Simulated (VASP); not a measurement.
The system is Pd.

```
CELL_PARAMETERS angstrom
-1.57228 1.57228 1.57228
1.57228 -1.57228 1.57228
1.57228 1.57228 -1.57228
ATOMIC_POSITIONS crystal
Pd 0.00000 0.00000 0.00000
```

This isn't the form of Pd at room conditions, which is fcc.

- Program: VASP 6.6.1
- Task: relaxation of cell and atoms
- Functional: PBE-based screened hybrid with 25 % exact exchange
- Potentials or basis: VASP PAW PBE potentials, release 64 (Pd)
- Cutoff: 600 eV
- k mesh: 6 × 6 × 6
- Occupations: fermi-dirac, width 0.05 eV
- Spin: no spin polarisation

At the start: pressure -5.8 GPa; volume 15.55 Å³/atom.

Question: How do energy, volume and symmetry change on relaxing?

Answer: Over 3 steps the energy falls by 10.6 meV/atom and the volume is 14.99 Å³/atom (-3.6 %); space group Im-3m (No. 229, to 0.1 Å) before and after.

Step by step:
```tsv
step	energy change (eV)	largest force (eV/Å)	pressure (GPa)	volume (Å³)
1	0.0000	0.0000	-5.85	15.55
2	0.0081	0.0000	9.26	14.30
3	-0.0106	0.0000	-0.04	14.99
```

Final structure:
```xyz
1
Lattice="-1.5533 1.5533 1.5533 1.5533 -1.5533 1.5533 1.5533 1.5533 -1.5533" Properties=species:S:1:pos:R:3 pbc="T T T"
Pd    0.0000    0.0000    0.0000
```

Caveat: the k points lie up to 0.48 Å⁻¹ apart in the final cell, too coarse for converged energies and pressures of a metal; the PAW data sets were made with another functional, which shifts forces and pressure a little.
